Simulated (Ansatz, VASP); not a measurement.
## One calculation of SiB4Mo, two programs

```
Si B Mo
1.0
     2.09587   -4.01514    0.00000
     2.09587    4.01514    0.00000
     0.00000    0.00000    3.01926
Si B Mo
1 4 1
Cartesian
  0.0000 0.0000 1.5096
  2.0959 2.4791 0.0000
  2.0959 -2.4791 0.0000
  1.0479 2.0076 1.5096
  1.0479 -2.0076 1.5096
  2.0959 0.0000 0.0000
```

Change from the starting cell: species swapped into the NdCuNi4 type (Cmmm, No. 65).

Alike in both runs: task single point; functional PBE; k mesh 6 × 6 × 6; occupations gaussian, width 0.1 eV; collinear spin.

|  | VASP | Ansatz |
| --- | --- | --- |
| version | VASP 6.6.1 | Ansatz 0.2.0 |
| potentials or method | VASP PAW PBE potentials, release 64 (Si, B, Mo_sv), cutoff 520 eV | scalar-relativistic, plane waves, PAW |
| valence electrons in the cell | 30 | 30 |

|  | VASP | Ansatz | Ansatz less VASP |
| --- | --- | --- | --- |
| gap on the k mesh at the Fermi level (eV) | none | none | - |
| pressure (GPa) | 0.0 | 0.0 | -0.07 |
| traceless stress, the component that is largest in VASP (GPa) | 0.27 | 0.28 | +0.008 |
| net moment per atom (μB) | 0.00 | 0.00 | 0.000 |

A gap of «none» marks a metal or a gap that the smearing closes. Ansatz's warnings: seeded moment not kept.
